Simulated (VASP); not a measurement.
# Pt (I4/mmm) in VASP: a series of runs

Pt is run at these levels: PBE; tasks: single point.

Everything below comes from runs of VASP 6.6.1. Logs are shortened: lines on timing, memory, paths and dates and some standing lists are left out, and cuts for length are marked.

**1. The cell of the first run**

The structure is tetragonal, space group I4/mmm (No. 139). Conventional cell: a = 2.537 Å, b = 2.537 Å, c = 4.664 Å, α = 90.00°, β = 90.00°, γ = 90.00°. Within 3.3 Å of Pt (site symmetry 4/mmm) lie 12 Pt at 2.54 to 2.94 Å.

**2. Single point, PBE**

The input, INCAR:

```
  PREC = Accurate
  ENCUT = 520
  EDIFF = 1E-6
  ISMEAR = -1
  SIGMA = 0.02
  LREAL = False
  LASPH = True
  NELM = 100
  ALGO = Fast
  ISIF = 2
  LWAVE = False
  LCHARG = True
  GGA = PE
  LELF = True
  LVHAR = True
  NBANDS = 11
```

The input, KPOINTS:

```
regular mesh
0
Gamma
  24 24 24
```

The input, POSCAR:

```
Pt
1.0
    0.0000000000      1.7939460944      2.3321299227
    1.7939460944      0.0000000000      2.3321299227
    1.7939460944      1.7939460944      0.0000000000
Pt
1
Direct
    0.0000000000      0.0000000000      0.0000000000
```

Potentials or basis: VASP PAW PBE potentials, release 64 (Pt).

Started as:

```console
cat potpaw_PBE.64/Pt/POTCAR > POTCAR
mpirun -np 1 vasp_std > vasp.out
```

OUTCAR:

```text
PREC = Accurate
   ENCUT = 520
   EDIFF = 1E-6
   ISMEAR = -1
   LREAL = False
   LASPH = True
   NELM = 100
   ISIF = 2
   GGA = PE

 ion  position               nearest neighbor table
   1  0.000  0.000  0.000-

  LATTYP: Found a body centered tetragonal cell.
 ALAT       =     2.5370228969
 C/A-ratio  =     1.8384776311

  Lattice vectors:

 A1 = (  -1.7939460944,   0.0000000000,   2.3321299227)
 A2 = (   1.7939460944,   0.0000000000,   2.3321299227)
 A3 = (   0.0000000000,   1.7939460944,  -2.3321299227)

Analysis of symmetry for initial positions (statically):
=====================================================================
 Subroutine PRICEL returns:
 Original cell was already a primitive cell.

 Routine SETGRP: Setting up the symmetry group for a
 body centered tetragonal supercell.

 Subroutine GETGRP returns: Found 16 space group operations
 (whereof 16 operations were pure point group operations)
 out of a pool of 16 trial point group operations.

The static configuration has the point symmetry D_4h.

Analysis of symmetry for dynamics (positions and initial velocities):
=====================================================================
 Subroutine PRICEL returns:
 Original cell was already a primitive cell.

 Routine SETGRP: Setting up the symmetry group for a
 body centered tetragonal supercell.

 Subroutine GETGRP returns: Found 16 space group operations
 (whereof 16 operations were pure point group operations)
 out of a pool of 16 trial point group operations.

The dynamic configuration has the point symmetry D_4h.

 Subroutine INISYM returns: Found 16 space group operations
 (whereof 16 operations are pure point group operations),
 and found     1 'primitive' translations

----------------------------------------------------------------------------------------

                                     Primitive cell

  volume of cell :      15.0107

  direct lattice vectors                    reciprocal lattice vectors
     0.000000000  1.793946094  2.332129923    -0.278715175  0.278715175  0.214396289
     1.793946094  0.000000000  2.332129923     0.278715175 -0.278715175  0.214396289
     1.793946094  1.793946094  0.000000000     0.278715175  0.278715175 -0.214396289

  length of vectors
     2.942290361  2.942290361  2.537022897     0.448698191  0.448698191  0.448698191

[... 84 lines left out ...]
   ISIF   =      2    stress and relaxation
   ISYM   =      2    0-nonsym 1-usesym 2-fastsym
   POTIM  = 0.5000    time-step for ionic-motion
   TEBEG  =    0.0;   TEEND  =   0.0 temperature during run
   PSTRESS=    0.0 pullay stress
   NELECT =      10.0000    total number of electrons
   NUPDOWN=      -1.0000    fix difference up-down
   EMIN   =  10.00;   EMAX   =-10.00  energy-range for DOS
   EFERMI =   0.00;   METHOD = LEGACY
   ISMEAR =    -1;   SIGMA  =   0.02  broadening in eV -4-tet -1-fermi 0-gaus
   EFERMI_NEDOS =   21; number of points for ismear=-14 and -15
   IALGO  =     68    algorithm
   IMIX   =      4    mixing-type and parameters
     AMIX     =   0.40;   BMIX     =  1.00
     AMIX_MAG =   1.60;   BMIX_MAG =  1.00
  volume/ion in A,a.u.               =      15.01       101.30
  Fermi-wavevector in a.u.,A,eV,Ry     =   1.429797  2.701924 27.814648  2.044319
  Thomas-Fermi vector in A             =   2.549712
   LORBIT       =      0    0 simple, 1 ext, 2 COOP (PROOUT), +10 PAW based schemes
   GGA     = PE    functional components
   LHFCALC =     F    Hartree Fock is set to
   AEXX    =    0.0000 exact exchange contribution
   IVDW    =     0    specifies the selected vdW correction
   LEPSILON=     F    determine dielectric tensor
   LRPA    =     F    only Hartree local field effects (RPA)
 non-spin polarized calculation
 RMM-DIIS sequential band-by-band and
  energy-cutoff  :      520.00
  volume of cell :       15.01
 maximum number of plane-waves:       421
 NGX is ok and might be reduce to    24

 number of electron      10.0000000 magnetization

 number of electron       9.9999999 magnetization

 Free energy of the ion-electron system (eV)
  ---------------------------------------------------
  ext. energy  EPLUGINS =         0.00000000
  ---------------------------------------------------
  free energy    TOTEN  =        -5.73821598 eV

  energy without entropy =       -5.73596154  energy(sigma->0) =       -5.73708876

 E-fermi :  11.2295     XC(G=0): -13.4851

 val. band max:       11.2281064101   @ k =  -0.3333  -0.0000   0.0833
 cond. band min:      11.2297752232   @ k =  -0.4583   0.0833   0.2917
 fundamental gap:      0.0016688131
 Fermi energy:        11.2295443759

 k-point     1 :       0.0000    0.0000    0.0000
  band No.  band energies     occupation
      1       1.1119      2.00000
      2       5.4784      2.00000
      3       7.4999      2.00000
      4       9.0295      2.00000
      5       9.0295      2.00000
      6      11.3981      0.00044
      7      26.9978      0.00000
      8      27.0665      0.00000
      9      33.1024      0.00000
     10      33.1024      0.00000
     11      37.2853      0.00000
[... 309 lines left out ...]
 k-point    24 :       0.4583    0.0417    0.0000
  band No.  band energies     occupation
      1       4.1327      2.00000
      2       6.1015      2.00000
      3       8.9398      2.00000
      4      10.2811      2.00000
      5      11.0327      1.99989
      6      11.4479      0.00004
      7      18.6944      0.00000
      8      23.9359      0.00000
      9      30.9528      0.00000
     10      33.5400      0.00000
     11      35.5007      0.00000

 [... further k-points ...]

------------------------ aborting loop because EDIFF is reached ----------------------------------------

  FORCE on cell =-STRESS in cart. coord.  units (eV):
  Direction    XX          YY          ZZ          XY          YZ          ZX
  --------------------------------------------------------------------------------------
  -------------------------------------------------------------------------------------
  Total        3.6595469      3.6595469     -0.7637351      0.0000000      0.0000000     -0.0000000
  in kB      390.6037246    390.6037246    -81.5176832      0.0000000      0.0000000     -0.0000000
  external PRESSURE =     233.2299220 kB  Pullay stress =       0.0000000 kB

 VOLUME and BASIS-vectors are now :
 -----------------------------------------------------------------------------
  energy-cutoff  :      520.00
  volume of cell :       15.01
      direct lattice vectors                 reciprocal lattice vectors
     0.000000000  1.793946094  2.332129923    -0.278715175  0.278715175  0.214396289
     1.793946094  0.000000000  2.332129923     0.278715175 -0.278715175  0.214396289
     1.793946094  1.793946094  0.000000000     0.278715175  0.278715175 -0.214396289

 POSITION                                       TOTAL-FORCE (eV/Angst)
 -----------------------------------------------------------------------------------
      0.00000      0.00000      0.00000         0.000000      0.000000      0.000000
 -----------------------------------------------------------------------------------
    total drift:                               -0.000000      0.000000     -0.000000

  FREE ENERGIE OF THE ION-ELECTRON SYSTEM (eV)
  ---------------------------------------------------
  free  energy   TOTEN  =        -5.7382159811 eV

  energy  without entropy=       -5.7359615367  energy(sigma->0) =       -5.73708876
```

OSZICAR:

```text
N       E                     dE             d eps       ncg     rms          rms(c)
DAV:   1     0.404219447123E+02    0.40422E+02   -0.54032E+03 23850   0.848E+02
DAV:   2    -0.545794089054E+01   -0.45880E+02   -0.44036E+02 26729   0.178E+02
DAV:   3    -0.606404947541E+01   -0.60611E+00   -0.60266E+00 27458   0.195E+01
DAV:   4    -0.606652076380E+01   -0.24713E-02   -0.24711E-02 26879   0.146E+00
DAV:   5    -0.606654056181E+01   -0.19798E-04   -0.19800E-04 27532   0.120E-01    0.135E+01
RMM:   6    -0.577996300770E+01    0.28658E+00   -0.26315E-01 23518   0.441E+00    0.734E+00
RMM:   7    -0.574164083047E+01    0.38322E-01   -0.65175E-02 24834   0.235E+00    0.242E+00
RMM:   8    -0.573837877122E+01    0.32621E-02   -0.83326E-03 25035   0.814E-01    0.453E-01
RMM:   9    -0.573820455339E+01    0.17422E-03   -0.77152E-04 27632   0.241E-01    0.907E-02
RMM:  10    -0.573821401488E+01   -0.94615E-05   -0.12178E-04 27720   0.864E-02    0.451E-02
RMM:  11    -0.573821629742E+01   -0.22825E-05   -0.24693E-05 28231   0.341E-02    0.925E-03
RMM:  12    -0.573821598105E+01    0.31637E-06   -0.57254E-06 24205   0.180E-02
   1 F= -.57382160E+01 E0= -.57370888E+01  d E =-.225444E-02
```

Run time: 78 s. Hardware: 1 thread of Intel Xeon Platinum 8488C (Sapphire Rapids), shared host; peak memory 0.28 GiB.

Results:

| Quantity | Value |
| --- | --- |
| Free energy | -5.7382 eV |
| Pressure | 23.3 GPa |
| Band gap on the k mesh | zero (bands 5 and 6 overlap by 4.17 eV) |

Levels at points of the mesh, in eV from the Fermi level:
```csv
k point,band 3,band 4,band 5,band 6,band 7,band 8
"(0.00, 0.00, 0.00)",-3.73,-2.20,-2.20,0.17,15.77,15.84
"(0.50, 0.00, 0.00)",-2.41,-0.18,-0.14,0.34,6.73,12.52
"(0.50, 0.50, 0.00)",-0.78,0.44,0.44,0.64,4.98,15.02
"(0.50, 0.00, 0.50)",-1.13,-0.47,2.29,3.89,10.00,11.29
```

Caveat: the cell stands under pressure; spin-orbit coupling is left out, which moves the levels of the heavy elements.

**3. Single point, PBE**

This run uses another cell than the first one, of the same volume but with other edges.

INCAR, as its differences from that of step 2:

```diff
@@ -7,3 +7,3 @@
   LASPH = True
-  NELM = 100
+  NELM = 60
   ALGO = Fast
```

KPOINTS is that of step 2.

The input, POSCAR:

```
Pt
1.0
    0.0000000000      2.0130809107      1.8520344378
    2.0130809107      0.0000000000      1.8520344378
    2.0130809107      2.0130809107      0.0000000000
Pt
1
Direct
    0.0000000000      0.0000000000      0.0000000000
```

Potentials or basis: VASP PAW PBE potentials, release 64 (Pt).

Started as:

```console
cat potpaw_PBE.64/Pt/POTCAR > POTCAR
mpirun -np 1 vasp_std > vasp.out
```

Run time: 90 s. Hardware: 1 thread of Intel Xeon Platinum 8488C (Sapphire Rapids), shared host; peak memory 0.28 GiB.

It converged, with:

```
Free energy            : -6.0615 eV
Pressure               : 11.4 GPa
Band gap on the k mesh : zero (bands 5 and 6 overlap by 2.64 eV)
```

Stress tensor (GPa, compression positive):
```
 9.49  0.00  0.00
 0.00  9.49  0.00
 0.00  0.00 15.22
```

Levels at points of the mesh, in eV from the Fermi level:
```tsv
k point	band 3	band 4	band 5	band 6	band 7	band 8
(0.00, 0.00, 0.00)	-4.04	-3.12	-2.18	-1.12	14.79	18.94
(0.50, 0.00, 0.00)	-3.32	-0.43	-0.19	0.34	5.97	14.10
(0.50, 0.50, 0.00)	0.04	0.57	0.57	2.97	10.44	10.47
(0.50, 0.00, 0.50)	-0.03	0.13	0.86	1.30	8.31	11.71
```

Caveat: the cell stands under pressure; spin-orbit coupling is left out, which moves the levels of the heavy elements.

**4. Single point, PBE**

This run uses another cell than the first one, of the same volume but with other edges.

The input, INCAR:

```
PREC = Accurate
ENCUT = 520
EDIFF = 1E-7
ISMEAR = -1
SIGMA = 0.02
LREAL = False
LASPH = True
NELM = 80
ALGO = Fast
ISIF = 2
LWAVE = False
LCHARG = False
GGA = PE
NBANDS = 11
```

KPOINTS is that of step 3.

The input, POSCAR:

```
Pt
1.0
    0.0000000000      1.8966751085      2.0863426194
    1.8966751085      0.0000000000      2.0863426194
    1.8966751085      1.8966751085      0.0000000000
Pt
1
Direct
    0.0000000000      0.0000000000      0.0000000000
```

Potentials or basis: VASP PAW PBE potentials, release 64 (Pt).

Started as:

```console
cat potpaw_PBE.64/Pt/POTCAR > POTCAR
mpirun -np 1 vasp_std > vasp.out
```

OUTCAR:

```text
PREC = Accurate
   ENCUT = 520
   EDIFF = 1E-7
   ISMEAR = -1
   LREAL = False
   LASPH = True
   NELM = 80
   ISIF = 2
   GGA = PE

 ion  position               nearest neighbor table
   1  0.000  0.000  0.000-

  LATTYP: Found a body centered tetragonal cell.
 ALAT       =     2.6823036619
 C/A-ratio  =     1.5556349186

  Lattice vectors:

 A1 = (  -1.8966751085,   0.0000000000,   2.0863426194)
 A2 = (   1.8966751085,   0.0000000000,   2.0863426194)
 A3 = (   0.0000000000,   1.8966751085,  -2.0863426194)

Analysis of symmetry for initial positions (statically):
=====================================================================
 Subroutine PRICEL returns:
 Original cell was already a primitive cell.

 Routine SETGRP: Setting up the symmetry group for a
 body centered tetragonal supercell.

 Subroutine GETGRP returns: Found 16 space group operations
 (whereof 16 operations were pure point group operations)
 out of a pool of 16 trial point group operations.

The static configuration has the point symmetry D_4h.

Analysis of symmetry for dynamics (positions and initial velocities):
=====================================================================
 Subroutine PRICEL returns:
 Original cell was already a primitive cell.

 Routine SETGRP: Setting up the symmetry group for a
 body centered tetragonal supercell.

 Subroutine GETGRP returns: Found 16 space group operations
 (whereof 16 operations were pure point group operations)
 out of a pool of 16 trial point group operations.

The dynamic configuration has the point symmetry D_4h.

 Subroutine INISYM returns: Found 16 space group operations
 (whereof 16 operations are pure point group operations),
 and found     1 'primitive' translations

----------------------------------------------------------------------------------------

                                     Primitive cell

[... 112 lines left out ...]
   LORBIT       =      0    0 simple, 1 ext, 2 COOP (PROOUT), +10 PAW based schemes
   GGA     = PE    functional components
   LHFCALC =     F    Hartree Fock is set to
   AEXX    =    0.0000 exact exchange contribution
   IVDW    =     0    specifies the selected vdW correction
   LEPSILON=     F    determine dielectric tensor
   LRPA    =     F    only Hartree local field effects (RPA)
 non-spin polarized calculation
 RMM-DIIS sequential band-by-band and
  energy-cutoff  :      520.00
  volume of cell :       15.01
 maximum number of plane-waves:       415
 NGX is ok and might be reduce to    24

 number of electron      10.0000001 magnetization

 Free energy of the ion-electron system (eV)
  ---------------------------------------------------
  ext. energy  EPLUGINS =         0.00000000
  ---------------------------------------------------
  free energy    TOTEN  =        -6.04253350 eV

  energy without entropy =       -6.03990591  energy(sigma->0) =       -6.04121970

 E-fermi :  11.3123     XC(G=0): -13.5153

 val. band max:       11.3116064478   @ k =  -0.0833   0.4167   0.3750
 cond. band min:      11.3143310249   @ k =   0.5000   0.2500   0.0417
 fundamental gap:      0.0027245771
 Fermi energy:        11.3123056306

 k-point     1 :       0.0000    0.0000    0.0000
  band No.  band energies     occupation
      1       1.0900      2.00000
      2       6.7913      2.00000
      3       7.9866      2.00000
      4       7.9866      2.00000
      5       8.9666      2.00000
      6      10.3588      2.00000
      7      26.1333      0.00000
      8      29.4354      0.00000
      9      31.7996      0.00000
     10      31.7996      0.00000
     11      36.5384      0.00000
[... 309 lines left out ...]
 k-point    24 :       0.4583    0.0417    0.0000
  band No.  band energies     occupation
      1       4.0480      2.00000
      2       6.9282      2.00000
      3       8.1190      2.00000
      4      10.0043      2.00000
      5      11.1352      1.99971
      6      11.6772      0.00000
      7      18.1127      0.00000
      8      25.4814      0.00000
      9      30.2200      0.00000
     10      31.3712      0.00000
     11      38.1925      0.00000

 [... further k-points ...]

------------------------ aborting loop because EDIFF is reached ----------------------------------------

  FORCE on cell =-STRESS in cart. coord.  units (eV):
  Direction    XX          YY          ZZ          XY          YZ          ZX
  --------------------------------------------------------------------------------------
  -------------------------------------------------------------------------------------
  Total        1.5372644      1.5372644      0.3347640      0.0000000     -0.0000000      0.0000000
  in kB      164.0807530    164.0807530     35.7312167      0.0000000     -0.0000000      0.0000000
  external PRESSURE =     121.2975743 kB  Pullay stress =       0.0000000 kB

 VOLUME and BASIS-vectors are now :
 -----------------------------------------------------------------------------
  energy-cutoff  :      520.00
  volume of cell :       15.01
      direct lattice vectors                 reciprocal lattice vectors
     0.000000000  1.896675108  2.086342619    -0.263619213  0.263619213  0.239653830
     1.896675108  0.000000000  2.086342619     0.263619213 -0.263619213  0.239653830
     1.896675108  1.896675108  0.000000000     0.263619213  0.263619213 -0.239653830

 POSITION                                       TOTAL-FORCE (eV/Angst)
 -----------------------------------------------------------------------------------
      0.00000      0.00000      0.00000         0.000000      0.000000      0.000000
 -----------------------------------------------------------------------------------
    total drift:                               -0.000000      0.000000     -0.000000

  FREE ENERGIE OF THE ION-ELECTRON SYSTEM (eV)
  ---------------------------------------------------
  free  energy   TOTEN  =        -6.0425334974 eV

  energy  without entropy=       -6.0399059080  energy(sigma->0) =       -6.04121970
```

stdout:

```text
POSCAR found type information on POSCAR Pt
 POSCAR found :  1 types and       1 ions
 scaLAPACK will be used
 LDA part: xc-table for (Slater+PW92), standard interpolation
 POSCAR, INCAR and KPOINTS ok, starting setup
 FFT: planning ... GRIDC
 FFT: planning ... GRID_SOFT
 FFT: planning ... GRID
 WAVECAR not read
 entering main loop
```

Wall time 97 s (1 thread of Intel Xeon Platinum 8488C (Sapphire Rapids), shared host); peak memory 0.29 GiB.

What came out:

| Property | Result |
| --- | --- |
| Free energy | -6.0425 eV |
| Pressure | 12.1 GPa |
| Band gap on the k mesh | zero (bands 5 and 6 overlap by 2.67 eV) |

Stress tensor (GPa, compression positive):
```
16.41  0.00  0.00
 0.00 16.41  0.00
 0.00  0.00  3.57
```

Levels at points of the mesh, in eV from the Fermi level:
```tsv
k point	band 2	band 3	band 4	band 5	band 6	band 7	band 8	band 9
(0.00, 0.00, 0.00)	-4.52	-3.33	-3.33	-2.35	-0.95	14.82	18.12	20.49
(0.50, 0.00, 0.00)	-4.37	-3.29	-0.42	-0.15	0.30	6.01	13.97	18.52
(0.50, 0.50, 0.00)	-6.66	0.16	0.48	0.48	0.68	7.38	12.64	12.64
(0.50, 0.00, 0.50)	-6.55	-0.09	0.01	1.08	2.47	9.88	10.67	11.27
```

Caveat: the cell stands under pressure; spin-orbit coupling is left out, which moves the levels of the heavy elements.

(Continued in part 2 of 2.)
